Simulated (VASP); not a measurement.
LaSb, 2 atoms in the cell. Symmetry: Fm-3m, No. 225, cubic system. The conventional cell has a = 6.320 Å, b = 6.320 Å, c = 6.320 Å, α = 90.00°, β = 90.00°, γ = 90.00°. Within 4.2 Å of La (site symmetry m-3m) lie 6 Sb at 3.16 Å. Sb (site symmetry m-3m) has 6 La at 3.16 Å within 4.2 Å. 

| Item | Value |
| --- | --- |
| Program | VASP 6.6.1 |
| Task | single point |
| Functional | PBEsol |
| Potentials or basis | VASP PAW PBE potentials, release 64 (La, Sb) |
| Cutoff | 520 eV |
| k mesh | 12 × 12 × 12 |
| Occupations | fermi-dirac, width 0.05 eV |
| Spin | no spin polarisation |
| Dipole correction | no |
| Further INCAR settings | ALGO = Normal; EDIFF = 1e-06; NBANDS = 15 |

Potentials or basis: VASP PAW PBE potentials, release 64 (La, Sb).

Run with:

```sh
$ cat potpaw_PBE.64/La/POTCAR potpaw_PBE.64/Sb/POTCAR > POTCAR
$ mpirun -np 1 vasp_std > vasp.out
```

Hardware: 1 thread of Intel(R) Xeon(R) Platinum 8259CL CPU @ 2.50GHz (Skylake/Cascade Lake) (shared host).

Q: Estimate the wall time of this run.

A: Run time: 100 s on 1 thread of Intel(R) Xeon(R) Platinum 8259CL CPU @ 2.50GHz (Skylake/Cascade Lake), on a shared host, peak memory 0.27 GiB. Counts: scf iterations 14, k points 72.
